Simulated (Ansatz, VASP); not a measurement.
Two plane-wave programs on TeP2

```
Te P
1.0
     4.01237    0.00000    0.00000
    -2.00618    3.47481    0.00000
     0.00000    0.00000    4.33335
Te P
1 2
Direct
  0.00000 0.00000 0.00000
  0.33333 0.66667 0.50000
  0.66667 0.33333 0.50000
```

Change from the starting cell: species swapped into the AgB2 type (P6/mmm, No. 191).

Alike in both runs: task relaxation of cell and atoms; functional PBE; k mesh 12 × 12 × 10; occupations gaussian, width 0.1 eV; no spin polarisation.

|  | VASP | Ansatz |
| --- | --- | --- |
| version | VASP 6.6.1 | Ansatz 0.2.0 |
| potentials or method | VASP PAW PBE potentials, release 64 (Te, P), cutoff 600 eV | scalar-relativistic, plane waves, PAW |
| valence electrons in the cell | 16 | 26 |

VASP gave:

```
gap on the k mesh at the Fermi level, each at its own relaxed structure (eV) : none
relaxed volume (Å³/atom)                                                     : 20.33
relaxed cell length with the largest relative difference (Å)                 : 4.028
```

Question: Estimate Ansatz's values.

Answer: gap on the k mesh at the Fermi level, each at its own relaxed structure (eV): none; relaxed volume (Å³/atom): 20.36; relaxed cell length with the largest relative difference (Å): 4.030.

A gap of «none» marks a metal or a gap that the smearing closes. VASP's potentials hold 16 valence electrons a cell and Ansatz's 26, so a difference there can come from the potentials and not from the codes.

Neither program's run includes spin-orbit coupling.
